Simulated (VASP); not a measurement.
Input of a VASP 6.6.1 run:

Contents of INCAR:

```
SYSTEM = HfN
  ALGO = Normal
  EDIFF = 1E-6
  ENCUT = 600
  GGA = PE
  GGA_COMPAT = .FALSE.
  ISIF = 2
  ISMEAR = 1
  LASPH = .TRUE.
  LCHARG = .FALSE.
  LREAL = .FALSE.
  LWAVE = .FALSE.
  NBANDS = 14
  NELM = 120
  PREC = Accurate
  SIGMA = 0.2
```

File KPOINTS:

```
k-points
0
G
  16 16 16
  0 0 0
```

File POSCAR:

```
HfN
1.0
    0.0000000000      2.2738402588      2.2738402588
    2.2738402588      0.0000000000      2.2738402588
    2.2738402588      2.2738402588      0.0000000000
Hf N
1 1
Direct
    0.0000000000      0.0000000000      0.0000000000
    0.5000000000      0.5000000000      0.5000000000
```

Potentials or basis: VASP PAW PBE potentials, release 64 (Hf_pv, N).

The run is started by

```bash
$ cat potpaw_PBE.64/Hf_pv/POTCAR potpaw_PBE.64/N/POTCAR > POTCAR
$ mpirun -np 1 vasp_std > vasp.out
```

Task: Predict the pressure.

Result: -2.4 GPa.
